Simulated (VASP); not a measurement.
# H12C11S10O6 in VASP: notebook

The runs below take H12C11S10O6 through single point, with PBE.

Everything below comes from runs of VASP 6.6.1. Logs are shortened: lines on timing, memory, paths and dates and some standing lists are left out, and cuts for length are marked.

## (1) The cell of the first run

The cell holds an amorphous packing of atoms, 39 atoms: a = 8.848 Å, b = 8.848 Å, c = 8.848 Å, α = 90.00°, β = 90.00°, γ = 90.00°.

## (2) Single point, PBE

Input file INCAR:

```
SYSTEM = H12C11S10O6
PREC = Accurate ; ENCUT = 520
EDIFF = 1E-6 ; ISMEAR = -1
SIGMA = 0.02 ; LREAL = Auto
LASPH = .True. ; NELM = 80
ALGO = Normal ; ISIF = 2
LWAVE = .False. ; LCHARG = .False.
GGA = PE ; NBANDS = 101
```

Input file KPOINTS:

```
Automatic mesh
0
Gamma
  1 1 1
  0 0 0
```

Input file POSCAR:

```
H12C11S10O6
1.0
    8.8484930000      0.0000000000      0.0000000000
    0.0000000000      8.8484930000      0.0000000000
    0.0000000000      0.0000000000      8.8484930000
S C O H
10 11 6 12
Direct
    0.9105957365      0.4964009126      1.1044931606
    0.9165176488      0.4053458595      0.7642544329
    0.5462625105      0.6662490438      0.8263554031
    0.2821271374      0.4830427057      0.6733236948
    0.4561680729      0.3582078892      0.2194724006
    0.5734196772      0.1593717710     -0.0476352301
    0.0365146924      0.7824383203      0.4561793743
   -0.0953269670      0.9458785807      0.1831950367
    0.7133983154     -0.0028366412      0.6063405373
    0.4951012562     -0.0678646635      0.3364979777
    0.9064481376      0.4495341749      0.9311981148
    0.4109965392      0.5804378214      0.7445448620
    0.5274570483      0.2550942855      0.0920156687
   -0.0354071592      0.8647913266      0.3187435420
    0.6022607465     -0.0146917673      0.4655255985
    0.2502799064      0.6529360423      0.2115275449
    0.0472735866      0.8081376117      0.8295762906
    0.9067758770      0.2615134577      0.4039444909
    0.2281179405      0.0387862656      0.5775785775
    0.1470532892      0.1912190019     -0.0150760135
    0.7282822058      0.5855234332      0.4118667439
    0.2909421977      0.7368260335      0.1023112071
   -0.0166356011      0.9154779238      0.8879817162
    0.9958644935      0.2278467079      0.5021759072
    0.3293103131     -0.0394756486      0.6291466807
    0.0942985433      0.1965419422      0.1129231836
    0.6224788786      0.5463642227      0.4868060584
    0.3013055443      0.6644973330      0.3261346311
    0.1716111433      0.5573039386      0.1941008486
    0.1761655911      0.8152913722      0.7998876193
   -0.0098999909      0.6881736811      0.8251800617
    0.9437426237      0.2735381042      0.2868850097
    0.7839414011      0.2675596850      0.4380745964
    0.1395491865      0.1000283325      0.6564733678
    0.2217213711      0.0706447979      0.4524725284
    0.2267617774      0.2782733738     -0.0563711809
    0.0947618990      0.1104368846     -0.0955077887
    0.7191507074      0.6838226577      0.3259764120
    0.8417704574      0.5334015634      0.4129064689
```

Potentials or basis: VASP PAW PBE potentials, release 64 (S, C, O, H).

Started as:

```console
cat potpaw_PBE.64/S/POTCAR potpaw_PBE.64/C/POTCAR potpaw_PBE.64/O/POTCAR potpaw_PBE.64/H/POTCAR > POTCAR
mpirun -np 1 vasp_gam > vasp.out
```

OUTCAR:

```text
SYSTEM = H12C11S10O6
   PREC = Accurate
   ENCUT = 520
   EDIFF = 1E-6
   ISMEAR = -1
   LREAL = Auto
   LASPH = .True.
   NELM = 80
   ISIF = 2
   GGA = PE

 ion  position               nearest neighbor table
   1  0.911  0.496  0.104-  11 1.59
   2  0.917  0.405  0.764-  11 1.53
   3  0.546  0.666  0.826-  12 1.59
   4  0.282  0.483  0.673-  12 1.56
   5  0.456  0.358  0.219-  13 1.58
   6  0.573  0.159  0.952-  13 1.55
   7  0.037  0.782  0.456-  14 1.55
   8  0.905  0.946  0.183-  14 1.49
   9  0.713  0.997  0.606-  15 1.59
  10  0.495  0.932  0.336-  15 1.56
  11  0.906  0.450  0.931-   2 1.53   1 1.59
  12  0.411  0.580  0.745-   4 1.56   3 1.59
  13  0.527  0.255  0.092-   6 1.55   5 1.58
  14  0.965  0.865  0.319-   8 1.49   7 1.55
  15  0.602  0.985  0.466-  10 1.56   9 1.59
  16  0.250  0.653  0.212-  29 1.11  28 1.11  22 1.27
  17  0.047  0.808  0.830-  30 1.17  31 1.18  23 1.22
  18  0.907  0.262  0.404-  32 1.09  33 1.13  24 1.21
  19  0.228  0.039  0.578-  35 1.14  34 1.18  25 1.22
  20  0.147  0.191  0.985-  36 1.11  37 1.11  26 1.23
  21  0.728  0.586  0.412-  39 1.11  38 1.16  27 1.20
  22  0.291  0.737  0.102-  16 1.27
  23  0.983  0.915  0.888-  17 1.22
  24  0.996  0.228  0.502-  18 1.21
  25  0.329  0.961  0.629-  19 1.22
  26  0.094  0.197  0.113-  20 1.23
  27  0.622  0.546  0.487-  21 1.20
[... 10 lines left out ...]
  38  0.719  0.684  0.326-  21 1.16
  39  0.842  0.533  0.413-  21 1.11

  LATTYP: Found a simple cubic cell.
 ALAT       =     8.8484930000

  Lattice vectors:

 A1 = (   8.8484930000,   0.0000000000,   0.0000000000)
 A2 = (   0.0000000000,   8.8484930000,   0.0000000000)
 A3 = (   0.0000000000,   0.0000000000,   8.8484930000)

Analysis of symmetry for initial positions (statically):
=====================================================================
 Subroutine PRICEL returns:
 Original cell was already a primitive cell.

 Routine SETGRP: Setting up the symmetry group for a
 simple cubic supercell.

 Subroutine GETGRP returns: Found  1 space group operations
 (whereof  1 operations were pure point group operations)
 out of a pool of 48 trial point group operations.

The static configuration has the point symmetry C_1 .

Analysis of symmetry for dynamics (positions and initial velocities):
=====================================================================
 Subroutine PRICEL returns:
 Original cell was already a primitive cell.

 Routine SETGRP: Setting up the symmetry group for a
 simple cubic supercell.

 Subroutine GETGRP returns: Found  1 space group operations
 (whereof  1 operations were pure point group operations)
 out of a pool of 48 trial point group operations.

The dynamic configuration has the point symmetry C_1 .

 Subroutine INISYM returns: Found  1 space group operations
 (whereof  1 operations are pure point group operations),
 and found     1 'primitive' translations

----------------------------------------------------------------------------------------

                                     Primitive cell

  volume of cell :     692.8001

  direct lattice vectors                    reciprocal lattice vectors
     8.848493000  0.000000000  0.000000000     0.113013595  0.000000000  0.000000000
     0.000000000  8.848493000  0.000000000     0.000000000  0.113013595  0.000000000
     0.000000000  0.000000000  8.848493000     0.000000000  0.000000000  0.113013595

  length of vectors
     8.848493000  8.848493000  8.848493000     0.113013595  0.113013595  0.113013595

  position of ions in fractional coordinates (direct lattice)
     0.910595736  0.496400913  0.104493161
     0.916517649  0.405345860  0.764254433
     0.546262511  0.666249044  0.826355403
     0.282127137  0.483042706  0.673323695
     0.456168073  0.358207889  0.219472401
     0.573419677  0.159371771  0.952364770
[... 31 lines left out ...]
     0.719150707  0.683822658  0.325976412
     0.841770457  0.533401563  0.412906469

  ion indices of the primitive-cell ions
   primitive index   ion index
                 1           1
[... 48 lines left out ...]
   TEBEG  =    0.0;   TEEND  =   0.0 temperature during run
   PSTRESS=    0.0 pullay stress
   NELECT =     152.0000    total number of electrons
   NUPDOWN=      -1.0000    fix difference up-down
   EMIN   =  10.00;   EMAX   =-10.00  energy-range for DOS
   EFERMI =   0.00;   METHOD = LEGACY
   ISMEAR =    -1;   SIGMA  =   0.02  broadening in eV -4-tet -1-fermi 0-gaus
   EFERMI_NEDOS =   21; number of points for ismear=-14 and -15
   IALGO  =     38    algorithm
   IMIX   =      4    mixing-type and parameters
     AMIX     =   0.40;   BMIX     =  1.00
     AMIX_MAG =   1.60;   BMIX_MAG =  1.00
  volume/ion in A,a.u.               =      17.76       119.88
  Fermi-wavevector in a.u.,A,eV,Ry     =   0.987385  1.865888 13.264728  0.974930
  Thomas-Fermi vector in A             =   2.118836
   LORBIT       =      0    0 simple, 1 ext, 2 COOP (PROOUT), +10 PAW based schemes
   GGA     = PE    functional components
   LHFCALC =     F    Hartree Fock is set to
   AEXX    =    0.0000 exact exchange contribution
   IVDW    =     0    specifies the selected vdW correction
   LEPSILON=     F    determine dielectric tensor
   LRPA    =     F    only Hartree local field effects (RPA)
 non-spin polarized calculation
  energy-cutoff  :      520.00
  volume of cell :      692.80
 maximum number of plane-waves:      9403
 NGX is ok and might be reduce to    70
   NGX = 33   NGY = 33   NGZ = 33

 number of electron     152.0000004 magnetization

 Free energy of the ion-electron system (eV)
  ---------------------------------------------------
  ext. energy  EPLUGINS =         0.00000000
  ---------------------------------------------------
  free energy    TOTEN  =      -214.82975403 eV

  energy without entropy =     -214.82975403  energy(sigma->0) =     -214.82975403

 E-fermi :  -0.4039     XC(G=0):  -7.1784

 val. band max:       -0.8870863088   @ k =   0.0000   0.0000   0.0000
 cond. band min:       1.4889474290   @ k =   0.0000   0.0000   0.0000
 fundamental gap:      2.3760337378
 Fermi energy:        -0.4039171550

 k-point     1 :       0.0000    0.0000    0.0000
  band No.  band energies     occupation
      1     -22.1548      2.00000
      2     -22.0812      2.00000
      3     -21.8983      2.00000
      4     -21.6696      2.00000
      5     -21.4409      2.00000
      6     -20.9295      2.00000
[... 80 lines left out ...]
     87       2.2755      0.00000
     88       2.3744      0.00000
 [bands above 88 left out]

------------------------ aborting loop because EDIFF is reached ----------------------------------------

  FORCE on cell =-STRESS in cart. coord.  units (eV):
  Direction    XX          YY          ZZ          XY          YZ          ZX
  --------------------------------------------------------------------------------------
  -------------------------------------------------------------------------------------
  Total        2.6889310      2.7529418      3.0324158     -2.6456863     -1.9405991      0.4050307
  in kB        6.2184522      6.3664843      7.0127992     -6.1184442     -4.4878515      0.9366786
  external PRESSURE =       6.5325786 kB  Pullay stress =       0.0000000 kB

 VOLUME and BASIS-vectors are now :
 -----------------------------------------------------------------------------
  energy-cutoff  :      520.00
  volume of cell :      692.80
      direct lattice vectors                 reciprocal lattice vectors
     8.848493000  0.000000000  0.000000000     0.113013595  0.000000000  0.000000000
     0.000000000  8.848493000  0.000000000     0.000000000  0.113013595  0.000000000
     0.000000000  0.000000000  8.848493000     0.000000000  0.000000000  0.113013595

 POSITION                                       TOTAL-FORCE (eV/Angst)
 -----------------------------------------------------------------------------------
      8.05740      4.39240      0.92461        -0.406464     -0.285408     -1.431826
      8.10980      3.58670      6.76250        -0.188966     -0.435729     -0.996556
      4.83360      5.89530      7.31200        -1.470509     -0.757365     -0.857799
      2.49640      4.27420      5.95790         0.148984      0.183742     -0.084377
      4.03640      3.16960      1.94200         0.732472     -0.774132     -0.520603
      5.07390      1.41020      8.42699         0.292673     -0.161432      0.090857
[... 31 lines left out ...]
      6.36340      6.05080      2.88440         0.022728     -0.728664      0.708646
      7.44840      4.71980      3.65360         0.279204     -0.365330      0.287934
 -----------------------------------------------------------------------------------
    total drift:                                0.008422      0.011978     -0.005529

  FREE ENERGIE OF THE ION-ELECTRON SYSTEM (eV)
  ---------------------------------------------------
  free  energy   TOTEN  =      -214.8297540268 eV

  energy  without entropy=     -214.8297540267  energy(sigma->0) =     -214.82975403
```

Run time: 1.7 min. Hardware: 1 thread of Intel Xeon 6975P-C (Granite Rapids), shared host; peak memory 0.67 GiB.

What came out:

| Property | Result |
| --- | --- |
| Free energy | -214.8298 eV |
| Pressure | 0.7 GPa |
| Largest force | 3.286 eV/Å |
| Band gap on the k mesh | 2.38 eV |

Forces on the atoms (eV/Å):
```
S   -0.406 -0.285 -1.432
S   -0.189 -0.436 -0.997
S   -1.471 -0.757 -0.858
S    0.149  0.184 -0.084
S    0.732 -0.774 -0.521
S    0.293 -0.161  0.091
S    0.331 -0.514  0.816
S   -1.154  1.157 -1.912
S   -0.864  0.336 -1.059
S    0.250  0.506 -0.305
C    0.064  0.713  2.278
C    1.410  0.527  1.050
C   -1.018  0.863  0.395
C    0.584 -0.779  1.391
C    0.724 -0.960  1.125
C    1.615  1.592 -2.313
C    1.259 -1.461  0.485
C   -1.327 -0.461  0.473
C   -0.264  1.054  0.634
C   -1.046  0.389 -0.059
C    0.229  1.582 -1.669
O   -1.190 -1.740  2.521
O   -0.492 -0.103 -0.568
O    0.842  0.216  0.533
O   -0.521  0.157  0.173
O    0.637  0.055  0.064
O   -0.572 -0.510  0.671
H   -0.023  0.064 -0.182
H   -0.168  0.105 -0.005
H   -1.559 -0.139  0.028
H    0.675  1.579 -0.267
H   -0.037  0.252 -0.538
H    0.269  0.242 -0.608
H    1.009 -0.964 -1.059
H   -0.023 -0.292  0.774
H    0.400 -0.087  0.055
H    0.550 -0.055 -0.119
H    0.023 -0.729  0.709
H    0.279 -0.365  0.288
```

Levels at points of the mesh, in eV from the valence-band top:
| k point | band 73 | band 74 | band 75 | band 76 | band 77 | band 78 | band 79 | band 80 |
| --- | --- | --- | --- | --- | --- | --- | --- | --- |
| (0.00, 0.00, 0.00) | -0.52 | -0.34 | -0.08 | 0.00 | 2.38 | 2.57 | 2.67 | 2.80 |

Caveat: the k points lie up to 0.71 Å⁻¹ apart.

(Continued in part 2 of 2.)
